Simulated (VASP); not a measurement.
# Zn5Se2S3 (P1) in VASP: single point with PBE

Aim: the single point of Zn5Se2S3 with PBE.

All numbers are computed with VASP 6.6.1; they aren't measurements. Logs are shortened: lines on timing, memory, paths and dates and some standing lists are left out, and cuts for length are marked.

## 1. The cell of the first run

The typed cell holds 10 atoms: a = 3.945 Å, b = 3.946 Å, c = 14.093 Å, α = 98.04°, β = 98.05°, γ = 90.01°.

## 2. Single point, PBE

File INCAR:

```
PREC = Accurate
ENCUT = 520
EDIFF = 1E-6
ISMEAR = 0
SIGMA = 0.1
LREAL = False
LASPH = True
NELM = 80
ALGO = Normal
ISIF = 2
LWAVE = False
LCHARG = False
GGA = PE
NBANDS = 56
```

File KPOINTS:

```
Automatic mesh
0
Gamma
  4 4 4
```

File POSCAR:

```
Zn5Se2S3
1.0
   -0.0003319282     -3.9445326098     -0.0004327452
    3.9460317566      0.0003343623      0.0002707560
   -1.9729023055      1.9715887559     13.8140389977
Zn Se S
5 2 3
Direct
    0.0005551421     -0.0003284992     -0.0000482643
    0.6059784288      0.6064508223      0.2130016509
    0.2020228547      0.2022914996      0.4044926659
    0.7977768983      0.7981628604      0.5955495759
    0.3935924005      0.3933444755      0.7869328164
    0.5536623265      0.0531618812      0.1064346886
    0.9469251996      0.4465145098      0.8935156823
    0.1540032396      0.6544519646      0.3087921242
    0.7498547528      0.2503733881      0.5000696640
    0.3456287572      0.8455770978      0.6912593962
```

Potentials or basis: VASP PAW PBE potentials, release 64 (Zn, Se, S).

Launch:

```bash
cat potpaw_PBE.64/Zn/POTCAR potpaw_PBE.64/Se/POTCAR potpaw_PBE.64/S/POTCAR > POTCAR
mpirun -np 1 vasp_std > vasp.out
```

OUTCAR:

```text
PREC = Accurate
   ENCUT = 520
   EDIFF = 1E-6
   ISMEAR = 0
   LREAL = False
   LASPH = True
   NELM = 80
   ISIF = 2
   GGA = PE

 ion  position               nearest neighbor table
   1  0.001  1.000  1.000-   6 2.46   7 2.46   7 2.46   6 2.46
   2  0.606  0.606  0.213-   8 2.37   8 2.38   6 2.46   6 2.46
   3  0.202  0.202  0.404-   9 2.37   9 2.37   8 2.37   8 2.38
   4  0.798  0.798  0.596-   9 2.37   9 2.37  10 2.37  10 2.37
   5  0.394  0.393  0.787-  10 2.37  10 2.37   7 2.46   7 2.46
   6  0.554  0.053  0.106-   1 2.46   1 2.46   2 2.46   2 2.46
   7  0.947  0.447  0.894-   1 2.46   1 2.46   5 2.46   5 2.46
   8  0.154  0.654  0.309-   2 2.37   3 2.37   3 2.38   2 2.38
   9  0.750  0.250  0.500-   4 2.37   3 2.37   3 2.37   4 2.37
  10  0.346  0.846  0.691-   4 2.37   4 2.37   5 2.37   5 2.37

  LATTYP: Found a base centered monoclinic cell.
 ALAT       =    30.0566106795
 B/A-ratio  =     0.1312367748
 C/A-ratio  =     0.9559470277
 COS(beta)  =    -0.9919998075

  Lattice vectors:

 A1 = (   5.9189340621,  -1.9712543936, -13.8137682417)
 A2 = (   5.9192659903,   1.9732782162, -13.8133354965)
 A3 = (  -7.8921682958,  -0.0016894603,  27.6273744942)

Analysis of symmetry for initial positions (statically):
=====================================================================
 Subroutine PRICEL returns:
 Original cell was already a primitive cell.

 Routine SETGRP: Setting up the symmetry group for a
 base centered monoclinic supercell.

 Subroutine GETGRP returns: Found  1 space group operations
 (whereof  1 operations were pure point group operations)
 out of a pool of  4 trial point group operations.

The static configuration has the point symmetry C_1 .

Analysis of symmetry for dynamics (positions and initial velocities):
=====================================================================
 Subroutine PRICEL returns:
 Original cell was already a primitive cell.

 Routine SETGRP: Setting up the symmetry group for a
 base centered monoclinic supercell.

 Subroutine GETGRP returns: Found  1 space group operations
 (whereof  1 operations were pure point group operations)
 out of a pool of  4 trial point group operations.

The dynamic configuration has the point symmetry C_1 .

 Subroutine INISYM returns: Found  1 space group operations
 (whereof  1 operations are pure point group operations),
[... 118 lines left out ...]
   ISIF   =      2    stress and relaxation
   ISYM   =      2    0-nonsym 1-usesym 2-fastsym
   POTIM  = 0.5000    time-step for ionic-motion
   TEBEG  =    0.0;   TEEND  =   0.0 temperature during run
   PSTRESS=    0.0 pullay stress
   NELECT =      90.0000    total number of electrons
   NUPDOWN=      -1.0000    fix difference up-down
   EMIN   =  10.00;   EMAX   =-10.00  energy-range for DOS
   EFERMI =   0.00;   METHOD = LEGACY
   ISMEAR =     0;   SIGMA  =   0.10  broadening in eV -4-tet -1-fermi 0-gaus
   EFERMI_NEDOS =   21; number of points for ismear=-14 and -15
   IALGO  =     38    algorithm
   IMIX   =      4    mixing-type and parameters
     AMIX     =   0.40;   BMIX     =  1.00
     AMIX_MAG =   1.60;   BMIX_MAG =  1.00
  volume/ion in A,a.u.               =      21.50       145.10
  Fermi-wavevector in a.u.,A,eV,Ry     =   1.224609  2.314176 20.404224  1.499668
  Thomas-Fermi vector in A             =   2.359678
   LORBIT       =      0    0 simple, 1 ext, 2 COOP (PROOUT), +10 PAW based schemes
   GGA     = PE    functional components
   LHFCALC =     F    Hartree Fock is set to
   AEXX    =    0.0000 exact exchange contribution
   IVDW    =     0    specifies the selected vdW correction
   LEPSILON=     F    determine dielectric tensor
   LRPA    =     F    only Hartree local field effects (RPA)
 non-spin polarized calculation
 Gauss-broadening in eV      SIGMA  =   0.10
  energy-cutoff  :      520.00
  volume of cell :      215.02
 maximum number of plane-waves:      5852
 NGX is ok and might be reduce to    30
   NGX = 15   NGY = 15   NGZ = 53

 number of electron      89.9999979 magnetization

 Free energy of the ion-electron system (eV)
  ---------------------------------------------------
  ext. energy  EPLUGINS =         0.00000000
  ---------------------------------------------------
  free energy    TOTEN  =       -32.45245758 eV

  energy without entropy =      -32.45245758  energy(sigma->0) =      -32.45245758

 E-fermi :   2.2462     XC(G=0):  -9.3735

 val. band max:        1.7524259254   @ k =   0.0000   0.0000   0.0000
 cond. band min:       3.2898837882   @ k =   0.0000   0.0000   0.0000
 fundamental gap:      1.5374578628
 Fermi energy:         2.2461840930

 k-point     1 :       0.0000    0.0000    0.0000
  band No.  band energies     occupation
      1     -11.3500      2.00000
      2     -11.0055      2.00000
      3     -10.9873      2.00000
      4     -10.3730      2.00000
      5     -10.3403      2.00000
      6      -4.7344      2.00000
[... 1405 lines left out ...]
     55       8.1944      0.00000
     56       8.4137      0.00000

 [... further k-points ...]

------------------------ aborting loop because EDIFF is reached ----------------------------------------

  FORCE on cell =-STRESS in cart. coord.  units (eV):
  Direction    XX          YY          ZZ          XY          YZ          ZX
  --------------------------------------------------------------------------------------
  -------------------------------------------------------------------------------------
  Total        0.2117008      0.2537825      0.2239661     -0.0034526     -0.0035383     -0.0030809
  in kB        1.5774614      1.8910279      1.6688551     -0.0257263     -0.0263654     -0.0229572
  external PRESSURE =       1.7124481 kB  Pullay stress =       0.0000000 kB

 VOLUME and BASIS-vectors are now :
 -----------------------------------------------------------------------------
  energy-cutoff  :      520.00
  volume of cell :      215.02
      direct lattice vectors                 reciprocal lattice vectors
    -0.000331928 -3.944532610 -0.000432745     0.000018999 -0.253519432  0.036185908
     3.946031757  0.000334362  0.000270756     0.253416665 -0.000025296  0.036196235
    -1.972902305  1.971588756 13.814038998    -0.000004966 -0.000007941  0.072390548

 POSITION                                       TOTAL-FORCE (eV/Angst)
 -----------------------------------------------------------------------------------
      1.97193      1.96964     13.81364         0.000762      0.001868     -0.000329
      1.97264     -1.97015      2.94232         0.000224     -0.002269      0.008740
      0.00016      0.00068      5.58764         0.001271     -0.001191      0.000199
      1.97435     -1.97241      8.22682        -0.002411      0.001836     -0.000517
     -0.00052     -0.00090     10.87066         0.000480      0.000472     -0.007209
     -0.00039     -1.97408      1.47007        -0.000106      0.001914      0.003848
     -0.00117     -1.97338     12.34277         0.000759      0.000000     -0.000124
      1.97322      0.00156      4.26578         0.000020     -0.001383      0.002419
      0.00114     -1.97181      6.90773        -0.001842     -0.000320     -0.003268
      1.97277     -0.00018      9.54916         0.000842     -0.000928     -0.003759
 -----------------------------------------------------------------------------------
    total drift:                                0.000069     -0.000015     -0.000096

  FREE ENERGIE OF THE ION-ELECTRON SYSTEM (eV)
  ---------------------------------------------------
  free  energy   TOTEN  =       -32.4524575761 eV

  energy  without entropy=      -32.4524575761  energy(sigma->0) =      -32.45245758
```

OSZICAR:

```text
N       E                     dE             d eps       ncg     rms          rms(c)
DAV:   1     0.757784791674E+03    0.75778E+03   -0.40967E+04  4032   0.189E+03
DAV:   2     0.760389847196E+02   -0.68175E+03   -0.65502E+03  4040   0.449E+02
DAV:   3    -0.287937592340E+02   -0.10483E+03   -0.10287E+03  4544   0.158E+02
DAV:   4    -0.342625073242E+02   -0.54687E+01   -0.54444E+01  4736   0.361E+01
DAV:   5    -0.343473242975E+02   -0.84817E-01   -0.84776E-01  4736   0.449E+00    0.130E+01
DAV:   6    -0.324303498282E+02    0.19170E+01   -0.41683E+00  6040   0.387E+01    0.100E+01
DAV:   7    -0.325019332874E+02   -0.71583E-01   -0.43488E+00  4576   0.759E+00    0.376E+00
DAV:   8    -0.324509355340E+02    0.50998E-01   -0.25527E-01  5184   0.456E+00    0.119E+00
DAV:   9    -0.324517754456E+02   -0.83991E-03   -0.69966E-02  5280   0.243E+00    0.435E-01
DAV:  10    -0.324518484090E+02   -0.72963E-04   -0.39034E-03  4968   0.958E-01    0.249E-01
DAV:  11    -0.324521202961E+02   -0.27189E-03   -0.94441E-04  5400   0.251E-01    0.122E-01
DAV:  12    -0.324524442980E+02   -0.32400E-03   -0.46158E-04  4560   0.166E-01    0.494E-02
DAV:  13    -0.324524523157E+02   -0.80177E-05   -0.41732E-05  4824   0.116E-01    0.259E-02
DAV:  14    -0.324524556032E+02   -0.32876E-05   -0.22490E-05  4904   0.426E-02    0.807E-03
DAV:  15    -0.324524574095E+02   -0.18063E-05   -0.88519E-06  4760   0.203E-02    0.366E-03
DAV:  16    -0.324524575761E+02   -0.16654E-06   -0.53116E-07  2872   0.948E-03
   1 F= -.32452458E+02 E0= -.32452458E+02  d E =-.416856E-13
```

stdout:

```text
POSCAR found type information on POSCAR ZnSeS
 POSCAR found :  3 types and      10 ions
 scaLAPACK will be used
 -----------------------------------------------------------------------------
|                                                                             |
|           W    W    AA    RRRRR   N    N  II  N    N   GGGG   !!!           |
[... 18 lines left out ...]
|                                                                             |
 -----------------------------------------------------------------------------

 LDA part: xc-table for (Slater+PW92), standard interpolation
 POSCAR, INCAR and KPOINTS ok, starting setup
 FFT: planning ... GRIDC
 FFT: planning ... GRID_SOFT
 FFT: planning ... GRID
 WAVECAR not read
 entering main loop
```

It took 16 min on 1 thread of Intel Xeon 8259CL, shared host; peak memory 0.51 GiB.

What came out:

| Property | Result |
| --- | --- |
| Free energy | -32.4525 eV |
| Pressure | 0.2 GPa |
| Largest force | 0.009 eV/Å |
| Band gap on the k mesh | 1.54 eV |

Forces in eV/Å, atoms in the order of the input:
```
Zn   0.001  0.002  0.000
Zn   0.000 -0.002  0.009
Zn   0.001 -0.001  0.000
Zn  -0.002  0.002 -0.001
Zn   0.000  0.000 -0.007
Se   0.000  0.002  0.004
Se   0.001  0.000  0.000
S    0.000 -0.001  0.002
S   -0.002  0.000 -0.003
S    0.001 -0.001 -0.004
```

Levels at points of the mesh, in eV from the valence-band top:
| k point | band 41 | band 42 | band 43 | band 44 | band 45 | band 46 | band 47 | band 48 | band 49 | band 50 |
| --- | --- | --- | --- | --- | --- | --- | --- | --- | --- | --- |
| (0.00, 0.00, 0.00) | -0.95 | -0.94 | -0.10 | 0.00 | 0.00 | 1.54 | 3.27 | 3.35 | 3.68 | 3.68 |
| (0.50, 0.00, 0.00) | -1.27 | -1.25 | -0.91 | -0.53 | -0.52 | 2.81 | 3.29 | 3.39 | 4.15 | 4.22 |
| (0.00, 0.50, 0.00) | -1.26 | -1.24 | -0.91 | -0.52 | -0.52 | 2.81 | 3.29 | 3.39 | 4.15 | 4.23 |
| (0.50, 0.50, 0.00) | -2.40 | -2.32 | -2.22 | -2.16 | -2.12 | 3.19 | 3.72 | 3.73 | 3.85 | 4.12 |
| (0.00, 0.00, 0.50) | -0.91 | -0.54 | -0.54 | -0.11 | -0.11 | 2.41 | 2.55 | 3.16 | 3.52 | 3.83 |
| (0.50, 0.00, 0.50) | -1.27 | -1.25 | -0.91 | -0.53 | -0.52 | 2.81 | 3.29 | 3.38 | 4.15 | 4.23 |
| (0.00, 0.50, 0.50) | -1.26 | -1.24 | -0.91 | -0.52 | -0.52 | 2.81 | 3.29 | 3.39 | 4.15 | 4.23 |
| (0.50, 0.50, 0.50) | -2.40 | -2.32 | -2.22 | -2.16 | -2.12 | 3.19 | 3.72 | 3.73 | 3.85 | 4.12 |

A k mesh can miss the band edges.
